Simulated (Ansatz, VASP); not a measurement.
# CdTe: VASP beside Ansatz

```
Cd Te
1.0
     0.00000    3.27996    3.27996
     3.27996    0.00000    3.27996
     3.27996    3.27996    0.00000
Cd Te
1 1
Direct
  0.00000 0.00000 0.00000
  0.25000 0.25000 0.25000
```

Alike in both runs: task single point; functional r2SCAN; k mesh 4 × 4 × 4; occupations methfessel-paxton of order 1, width 0.001 eV; no spin polarisation.

|  | VASP | Ansatz |
| --- | --- | --- |
| version | VASP 6.6.1 | Ansatz 0.2.0 |
| potentials or method | VASP PAW PBE potentials, release 64 (Cd, Te) | plane waves |
| plane-wave cutoff (eV) | 520 | 500 |
| valence electrons in the cell | 18 | 36 |

```tsv
	VASP	Ansatz	Ansatz less VASP
gap on the k mesh at the Fermi level (eV)	1.14	1.15	+0.007
pressure (GPa)	0.3	0.1	-0.12
```

VASP's potentials were made for PBE, not for r2SCAN. VASP's potentials hold 18 valence electrons a cell and Ansatz's 36, so a difference there can come from the potentials and not from the codes.

Spin-orbit coupling is off throughout.
